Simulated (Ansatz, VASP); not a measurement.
**Two plane-wave programs on Ge3Pd**

```
CELL_PARAMETERS angstrom
4.04011 0.00000 0.00000
0.00000 4.04011 0.00000
0.00000 0.00000 4.04011
ATOMIC_POSITIONS crystal
Ge 0.00000 0.50000 0.50000
Ge 0.50000 0.00000 0.50000
Ge 0.50000 0.50000 0.00000
Pd 0.00000 0.00000 0.00000
```

Alike in both runs: task relaxation of cell and atoms; functional PBE; k mesh 4 × 4 × 4; occupations gaussian, width 0.1 eV; no spin polarisation.

|  | VASP | Ansatz |
| --- | --- | --- |
| version | VASP 6.6.1 | Ansatz 0.2.0 |
| potentials or method | VASP PAW PBE potentials, release 64 (Ge_d, Pd), cutoff 600 eV | scalar-relativistic, plane waves, PAW |
| valence electrons in the cell | 52 | 60 |

```csv
,VASP,Ansatz,Ansatz less VASP
"gap on the k mesh at the Fermi level, each at its own relaxed structure (eV)",none,none,-
relaxed volume (Å³/atom),17.73,17.77,+0.034
relaxed cell length with the largest relative difference (Å),4.139,4.142,+0.0027
```

A gap of «none» marks a metal or a gap that the smearing closes. VASP's potentials hold 52 valence electrons a cell and Ansatz's 60, so a difference there can come from the potentials and not from the codes.

The k mesh is coarse, so the values compare programs but aren't converged.
